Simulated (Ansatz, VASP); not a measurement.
# CS2: VASP beside Ansatz

File INCAR:

```
SYSTEM = CS2
PREC = Accurate ; ENCUT = 520
EDIFF = 1E-7 ; ISMEAR = -1
SIGMA = 0.05 ; LREAL = .False.
LASPH = .True. ; NELM = 80
ALGO = Normal ; ISIF = 2
LWAVE = .False. ; LCHARG = .False.
GGA = CA ; NBANDS = 25
```

Contents of KPOINTS:

```
Automatic mesh
0
Gamma
  6 6 3
  0 0 0
```

Contents of POSCAR:

```
CS2
1.0
    3.6457880000     -2.9943140000      0.0000000000
    3.6457880000      2.9943140000      0.0000000000
    0.0000000000      0.0000000000      9.8512570000
S C
4 2
Direct
    0.1815210000      0.8184790000      0.8868670000
    0.3184790000      0.6815210000      0.3868670000
    0.6815210000      0.3184790000      0.6131330000
    0.8184790000      0.1815210000      0.1131330000
    0.5000000000      0.5000000000      0.5000000000
    0.0000000000      0.0000000000      0.0000000000
```

input.yaml

```yaml
crystal:
  lattice:
    - [3.645788, -2.994314, 0.0]
    - [3.645788, 2.994314, 0.0]
    - [0.0, 0.0, 9.851257]
  atoms:
    - { symbol: S, position: [0.181521, 0.818479, 0.886867] }
    - { symbol: S, position: [0.318479, 0.681521, 0.386867] }
    - { symbol: S, position: [0.681521, 0.318479, 0.613133] }
    - { symbol: S, position: [0.818479, 0.181521, 0.113133] }
    - { symbol: C, position: [0.5, 0.5, 0.5] }
    - { symbol: C, position: [0.0, 0.0, 0.0] }
kpoints:
  mp_grid: { grid: [6, 6, 3] }
  band_path:
    path:
      - [0.0, 0.0, 0.0]
      - [0.4186366119, -0.4186366119, 0.0]
      - [0.0, -0.5, 0.0]
      - [0.0, -0.5, -0.5]
      - [0.4186366119, -0.4186366119, -0.5]
      - [0.0, 0.0, -0.5]
      - [0.0, 0.0, 0.0]
      - [-0.5, -0.5, 0.0]
    npoints: 8
scf:
  occupations: { method: fermi_dirac, width: 0.05 }
hamiltonian:
  xc: lda
  pseudopotentials: { kind: all_electron, lapw: { basis_error: 0.002 } }
output:
  forces: true
  stress: true
  eigenvalues: true
```

Alike in both runs: functional LDA; k mesh 6 × 6 × 3; occupations fermi-dirac, width 0.05 eV; no spin polarisation.

```csv
,VASP,Ansatz
version,VASP 6.6.1,Ansatz 0.2.0
potentials or method,"VASP PAW LDA potentials, release 64 (S, C), cutoff 520 eV","all-electron LAPW, scalar-relativistic"
task,single point,band structure
```

Ansatz gave:

```
gap on the k mesh at the Fermi level (eV)                     : 3.32
least direct gap on the mesh (eV)                             : 3.32
pressure (GPa)                                                : -1.2
traceless stress, the component that is largest in VASP (GPa) : 0.40
rms of the force components (eV/Å)                            : 0.119
```

Problem. Estimate VASP's values.

Solution. gap on the k mesh at the Fermi level (eV): 3.34; least direct gap on the mesh (eV): 3.34; pressure (GPa): -1.6; traceless stress, the component that is largest in VASP (GPa): 0.79; rms of the force components (eV/Å): 0.236.

LDA's correlation is that of Perdew and Zunger in VASP and of Perdew and Wang (1992) in Ansatz. Atom by atom the forces differ by 0.117 eV/Å (rms over components). Ansatz ran all-electron here, and VASP with PAW potentials.
